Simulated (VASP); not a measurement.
# SiI (F-43m) in VASP: notebook

Runs on SiI. Level: LDA. Tasks: single point, relaxation of cell and atoms.

Everything below comes from runs of VASP 6.6.1. Logs are shortened: lines on timing, memory, paths and dates and some standing lists are left out, and cuts for length are marked.

## (1) The cell of the first run

The structure is cubic, space group F-43m (No. 216). Conventional cell: a = 6.695 Å, b = 6.695 Å, c = 6.695 Å, α = 90.00°, β = 90.00°, γ = 90.00°. Si (site symmetry -43m) has 4 I at 2.90 Å within 3.8 Å. I (site symmetry -43m) has 4 Si at 2.90 Å within 3.8 Å.

## (2) Single point, LDA

The input, INCAR:

```
  ALGO = Normal
  EDIFF = 1E-6
  ENCUT = 500
  GGA_COMPAT = False
  ISIF = 2
  ISMEAR = -1
  LASPH = True
  LCHARG = False
  LREAL = False
  LWAVE = False
  NBANDS = 12
  NELM = 120
  PREC = Accurate
  SIGMA = 0.1
```

The input, KPOINTS:

```
k-points
0
Gamma
  8 8 8
```

The input, POSCAR:

```
SiI
1.0
    0.0000000000      3.3473254642      3.3473254642
    3.3473254642      0.0000000000      3.3473254642
    3.3473254642      3.3473254642      0.0000000000
Si I
1 1
Direct
    0.0000000000      0.0000000000      0.0000000000
    0.2500000000      0.2500000000      0.2500000000
```

Potentials or basis: VASP PAW LDA potentials, release 64 (Si, I).

Run with:

```sh
cat potpaw_LDA.64/Si/POTCAR potpaw_LDA.64/I/POTCAR > POTCAR
mpirun -np 1 vasp_std > vasp.out
```

OUTCAR:

```text
EDIFF = 1E-6
   ENCUT = 500
   ISIF = 2
   ISMEAR = -1
   LASPH = True
   LREAL = False
   NELM = 120
   PREC = Accurate

 ion  position               nearest neighbor table
   1  0.000  0.000  0.000-   2 2.90   2 2.90   2 2.90   2 2.90
   2  0.250  0.250  0.250-   1 2.90   1 2.90   1 2.90   1 2.90

  LATTYP: Found a face centered cubic cell.
 ALAT       =     6.6946509284

  Lattice vectors:

 A1 = (   0.0000000000,   3.3473254642,   3.3473254642)
 A2 = (   3.3473254642,   0.0000000000,   3.3473254642)
 A3 = (   3.3473254642,   3.3473254642,   0.0000000000)

Analysis of symmetry for initial positions (statically):
=====================================================================
 Subroutine PRICEL returns:
 Original cell was already a primitive cell.

 Routine SETGRP: Setting up the symmetry group for a
 face centered cubic supercell.

 Subroutine GETGRP returns: Found 24 space group operations
 (whereof 24 operations were pure point group operations)
 out of a pool of 48 trial point group operations.

The static configuration has the point symmetry T_d .

Analysis of symmetry for dynamics (positions and initial velocities):
=====================================================================
 Subroutine PRICEL returns:
 Original cell was already a primitive cell.

 Routine SETGRP: Setting up the symmetry group for a
 face centered cubic supercell.

 Subroutine GETGRP returns: Found 24 space group operations
 (whereof 24 operations were pure point group operations)
 out of a pool of 48 trial point group operations.

The dynamic configuration has the point symmetry T_d .

 Subroutine INISYM returns: Found 24 space group operations
 (whereof 24 operations are pure point group operations),
 and found     1 'primitive' translations

----------------------------------------------------------------------------------------

                                     Primitive cell

  volume of cell :      75.0108

  direct lattice vectors                    reciprocal lattice vectors
     0.000000000  3.347325464  3.347325464    -0.149372986  0.149372986  0.149372986
     3.347325464  0.000000000  3.347325464     0.149372986 -0.149372986  0.149372986
     3.347325464  3.347325464  0.000000000     0.149372986  0.149372986 -0.149372986

  length of vectors
     4.733833069  4.733833069  4.733833069     0.258721601  0.258721601  0.258721601

  position of ions in fractional coordinates (direct lattice)
     0.000000000  0.000000000  0.000000000
     0.250000000  0.250000000  0.250000000

  ion indices of the primitive-cell ions
   primitive index   ion index
                 1           1
                 2           2

[... 83 lines left out ...]
   NUPDOWN=      -1.0000    fix difference up-down
   EMIN   =  10.00;   EMAX   =-10.00  energy-range for DOS
   EFERMI =   0.00;   METHOD = LEGACY
   ISMEAR =    -1;   SIGMA  =   0.10  broadening in eV -4-tet -1-fermi 0-gaus
   EFERMI_NEDOS =   21; number of points for ismear=-14 and -15
   IALGO  =     38    algorithm
   IMIX   =      4    mixing-type and parameters
     AMIX     =   0.40;   BMIX     =  1.00
     AMIX_MAG =   1.60;   BMIX_MAG =  1.00
  volume/ion in A,a.u.               =      37.51       253.10
  Fermi-wavevector in a.u.,A,eV,Ry     =   0.863305  1.631411 10.140370  0.745296
  Thomas-Fermi vector in A             =   1.981236
   LORBIT       =      0    0 simple, 1 ext, 2 COOP (PROOUT), +10 PAW based schemes
   GGA     = CA    functional components
   LHFCALC =     F    Hartree Fock is set to
   AEXX    =    0.0000 exact exchange contribution
   IVDW    =     0    specifies the selected vdW correction
   LEPSILON=     F    determine dielectric tensor
   LRPA    =     F    only Hartree local field effects (RPA)
 non-spin polarized calculation
  energy-cutoff  :      500.00
  volume of cell :       75.01
 maximum number of plane-waves:      1924
   NGX = 17   NGY = 17   NGZ = 17

 number of electron      10.9999999 magnetization

 Free energy of the ion-electron system (eV)
  ---------------------------------------------------
  ext. energy  EPLUGINS =         0.00000000
  ---------------------------------------------------
  free energy    TOTEN  =        -5.97223205 eV

  energy without entropy =       -5.90702537  energy(sigma->0) =       -5.93962871

 E-fermi :   3.9554     XC(G=0):  -8.1120

 val. band max:        3.9236664377   @ k =   0.1250   0.0000   0.0000
 cond. band min:       3.9895562753   @ k =  -0.3750   0.3750   0.1250
 fundamental gap:      0.0658898376
 Fermi energy:         3.9554254900

 k-point     1 :       0.0000    0.0000    0.0000
  band No.  band energies     occupation
      1     -10.9816      2.00000
      2      -2.1653      2.00000
      3      -0.2096      2.00000
      4      -0.2096      2.00000
      5      -0.2096      2.00000
      6       3.7753      1.71656
      7       3.7753      1.71656
      8       3.7753      1.71656
      9       7.3618      0.00000
     10       9.3676      0.00000
     11       9.3676      0.00000
     12      11.1804      0.00000
[... 331 lines left out ...]
 k-point    24 :      -0.3750    0.2500    0.1250
  band No.  band energies     occupation
      1     -10.5273      2.00000
      2      -4.4402      2.00000
      3      -1.4865      2.00000
      4      -0.9131      2.00000
      5       1.5836      2.00000
      6       4.3388      0.04234
      7       5.0890      0.00002
      8       5.6814      0.00000
      9       8.0322      0.00000
     10       9.3973      0.00000
     11      10.1365      0.00000
     12      10.9827      0.00000

 [... further k-points ...]

------------------------ aborting loop because EDIFF is reached ----------------------------------------

  FORCE on cell =-STRESS in cart. coord.  units (eV):
  Direction    XX          YY          ZZ          XY          YZ          ZX
  --------------------------------------------------------------------------------------
  -------------------------------------------------------------------------------------
  Total        0.0098865      0.0098865      0.0098865      0.0000000     -0.0000000     -0.0000000
  in kB        0.2111680      0.2111680      0.2111680      0.0000000     -0.0000000     -0.0000000
  external PRESSURE =       0.2111680 kB  Pullay stress =       0.0000000 kB

 VOLUME and BASIS-vectors are now :
 -----------------------------------------------------------------------------
  energy-cutoff  :      500.00
  volume of cell :       75.01
      direct lattice vectors                 reciprocal lattice vectors
     0.000000000  3.347325464  3.347325464    -0.149372986  0.149372986  0.149372986
     3.347325464  0.000000000  3.347325464     0.149372986 -0.149372986  0.149372986
     3.347325464  3.347325464  0.000000000     0.149372986  0.149372986 -0.149372986

 POSITION                                       TOTAL-FORCE (eV/Angst)
 -----------------------------------------------------------------------------------
      0.00000      0.00000      0.00000         0.000000      0.000000      0.000000
      1.67366      1.67366      1.67366        -0.000000     -0.000000     -0.000000
 -----------------------------------------------------------------------------------
    total drift:                                0.000000      0.000000      0.000000

  FREE ENERGIE OF THE ION-ELECTRON SYSTEM (eV)
  ---------------------------------------------------
  free  energy   TOTEN  =        -5.9722320536 eV

  energy  without entropy=       -5.9070253662  energy(sigma->0) =       -5.93962871
```

OSZICAR:

```text
N       E                     dE             d eps       ncg     rms          rms(c)
DAV:   1     0.358160646987E+02    0.35816E+02   -0.37161E+03   696   0.637E+02
DAV:   2    -0.332067434324E+01   -0.39137E+02   -0.37271E+02   924   0.107E+02
DAV:   3    -0.593917800260E+01   -0.26185E+01   -0.26000E+01   876   0.291E+01
DAV:   4    -0.598934773824E+01   -0.50170E-01   -0.50160E-01   904   0.484E+00
DAV:   5    -0.599025520078E+01   -0.90746E-03   -0.90745E-03   872   0.604E-01    0.957E+00
DAV:   6    -0.597487521694E+01    0.15380E-01   -0.39366E-02   808   0.736E-01    0.591E+00
DAV:   7    -0.597268794769E+01    0.21873E-02   -0.16341E-02   828   0.575E-01    0.312E-01
DAV:   8    -0.597222157045E+01    0.46638E-03   -0.32179E-03   764   0.260E-01    0.196E-01
DAV:   9    -0.597223953086E+01   -0.17960E-04   -0.23707E-04   860   0.828E-02    0.304E-01
DAV:  10    -0.597223177507E+01    0.77558E-05   -0.26871E-05   796   0.240E-02    0.297E-02
DAV:  11    -0.597223205359E+01   -0.27852E-06   -0.20972E-06   760   0.804E-03
   1 F= -.59722321E+01 E0= -.59396287E+01  d E =-.652067E-01
```

It took 15 s on 1 thread of Intel Xeon Platinum 8488C (Sapphire Rapids), shared host; peak memory 0.18 GiB.

What came out:

| Property | Result |
| --- | --- |
| Free energy | -5.9722 eV |
| Pressure | 0.0 GPa |
| Band gap on the k mesh | zero (an odd number of electrons rules out a gap without spin polarisation) |

Caveat: spin-orbit coupling is left out, which moves the levels of the heavy elements; an odd number of electrons without spin polarisation forces a metal; a magnetic or distorted state may lie lower.

## (3) Relaxation of cell and atoms, LDA

This run uses another cell than the first one, of 27.95 Å³/atom.

The input, INCAR:

```
PREC = Accurate ; ENCUT = 500
EDIFF = 1E-7 ; ISMEAR = -1
SIGMA = 0.1 ; LREAL = False
LASPH = True ; NELM = 120
ALGO = Normal ; ISIF = 3
LWAVE = False ; LCHARG = False
IBRION = 2 ; NSW = 60
EDIFFG = -0.01 ; GGA_COMPAT = False
NELMIN = 4
```

The input, KPOINTS:

```
Automatic mesh
0
Gamma
  8 8 8
```

The input, POSCAR:

```
SiI
1.0
    0.0000000000      3.0346160000      3.0346160000
    3.0346160000      0.0000000000      3.0346160000
    3.0346160000      3.0346160000      0.0000000000
Si I
1 1
Direct
    0.0000000000      0.0000000000      0.0000000000
    0.2500000000      0.2500000000      0.2500000000
```

Potentials or basis: VASP PAW LDA potentials, release 64 (Si, I).

Run with:

```sh
cat potpaw_LDA.64/Si/POTCAR potpaw_LDA.64/I/POTCAR > POTCAR
mpirun -np 1 vasp_std > vasp.out
```

Wall time 24 s (1 thread of Intel Xeon Platinum 8488C (Sapphire Rapids), shared host); peak memory 0.17 GiB.

Results (log left out):

| Property | Result |
| --- | --- |
| Free energy | -5.9714 eV |
| Relaxed volume | 37.50 Å³/atom |
| Relaxed cell | a = 4.734 Å, b = 4.734 Å, c = 4.734 Å, α = 60.00°, β = 60.00°, γ = 60.00° |
| Space group after relaxing (to 0.1 Å) | F-43m (No. 216) |
| Energy gained by relaxing | 303.2 meV/atom |
| Ionic steps | 3 |
| Pressure after relaxing | 0.0 GPa |
| Band gap on the k mesh | zero (an odd number of electrons rules out a gap without spin polarisation) |

Step by step:
```
step  energy change (eV)  largest force (eV/Å)  pressure (GPa)  volume (Å³)
   1              0.0000                0.0000           12.72        55.89
   2             -0.6057                0.0000           -0.23        75.82
   3             -0.6063                0.0000            0.02        75.00
```

Final structure:
```xyz
2
Lattice="0.0000 3.3472 3.3472 3.3472 0.0000 3.3472 3.3472 3.3472 0.0000" Properties=species:S:1:pos:R:3 pbc="T T T"
Si    0.0000    0.0000    0.0000
I     1.6736    1.6736    1.6736
```

Levels at points of the mesh, in eV from the Fermi level:
| k point | band 2 | band 3 | band 4 | band 5 | band 6 | band 7 | band 8 | band 9 |
| --- | --- | --- | --- | --- | --- | --- | --- | --- |
| (0.00, 0.00, 0.00) | -6.12 | -4.17 | -4.17 | -4.17 | -0.18 | -0.18 | -0.18 | 3.41 |
| (0.50, 0.00, 0.00) | -8.32 | -4.60 | -4.60 | -3.58 | 0.57 | 0.57 | 2.19 | 5.19 |
| (0.50, 0.50, 0.00) | -8.58 | -5.20 | -5.20 | -2.40 | -1.05 | 2.62 | 2.62 | 4.56 |

Caveat: the volume moved by over 15 % at a fixed basis, so the end points are rough; spin-orbit coupling is left out, which moves the levels of the heavy elements; an odd number of electrons without spin polarisation forces a metal; a magnetic or distorted state may lie lower.

## (4) Single point, LDA

This run uses another cell than the first one, of 27.95 Å³/atom.

The input, INCAR:

```
  PREC = Accurate
  ENCUT = 500
  EDIFF = 1E-6
  ISMEAR = -1
  SIGMA = 0.1
  LREAL = F
  LASPH = T
  NELM = 120
  ALGO = Normal
  ISIF = 2
  LWAVE = F
  LCHARG = F
  GGA = CA
  NBANDS = 12
  GGA_COMPAT = F
```

The input, KPOINTS:

```
Automatic mesh
0
Gamma
  10 10 10
```

POSCAR is that of step 3.

Run with:

```sh
cat potpaw_LDA.64/Si/POTCAR potpaw_LDA.64/I/POTCAR > POTCAR
mpirun -np 1 vasp_std > vasp.out
```

It took 18 s on 1 thread of AMD EPYC 7R43 (Zen 3), shared host; peak memory 0.13 GiB.

The run converged, but its numbers aren't listed here, since they failed a check.

Caveat: the cell stands under pressure; spin-orbit coupling is left out, which moves the levels of the heavy elements; an odd number of electrons without spin polarisation forces a metal; a magnetic or distorted state may lie lower.
